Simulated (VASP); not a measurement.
Here is a VASP 6.6.1 calculation.

The input INCAR:

```
SYSTEM = GaAs
PREC = Accurate ; ENCUT = 600
EDIFF = 1E-7 ; ISMEAR = 0
SIGMA = 0.01 ; LREAL = .FALSE.
LASPH = .TRUE. ; NELM = 60
ALGO = Normal ; ISIF = 3
LWAVE = .FALSE. ; LCHARG = .FALSE.
GGA = PS ; IBRION = 2
NSW = 100 ; EDIFFG = -0.002
PSTRESS = 150.0
```

KPOINTS

```
Automatic mesh
0
G
  8 8 8
  0 0 0
```

POSCAR

```
GaAs
1.0
    2.8291472884      2.8291472884      0.0000000000
   -2.8291472884      2.8291472884      0.0000000000
    0.0000000000      2.8291472884      2.8291472884
Ga As
1 1
Direct
    0.0000000000      0.0000000000      0.0000000000
    0.7500000000      0.2500000000      0.5000000000
```

Potentials or basis: VASP PAW PBE potentials, release 64 (Ga_d, As).

Run with:

```sh
$ cat potpaw_PBE.64/Ga_d/POTCAR potpaw_PBE.64/As/POTCAR > POTCAR
$ mpirun -np 1 vasp_std > vasp.out
```

(1) Predict the space group after relaxing (to 0.1 Å).

(2) Predict the relaxed volume.

(3) What does it give for the band gap on the k mesh?

(4) Estimate the relaxed cell.

## Answers

(1) F-43m (No. 216).

(2) 19.49 Å³/atom.

(3) 1.03 eV (least direct gap 1.61 eV).

(4) a = 3.806 Å, b = 3.806 Å, c = 3.806 Å, α = 60.00°, β = 60.00°, γ = 90.00°.

Caveat: the cell is relaxed towards a set pressure, so the run minimises the enthalpy, not the energy; the PAW data sets were made with another functional, which shifts forces and pressure a little.
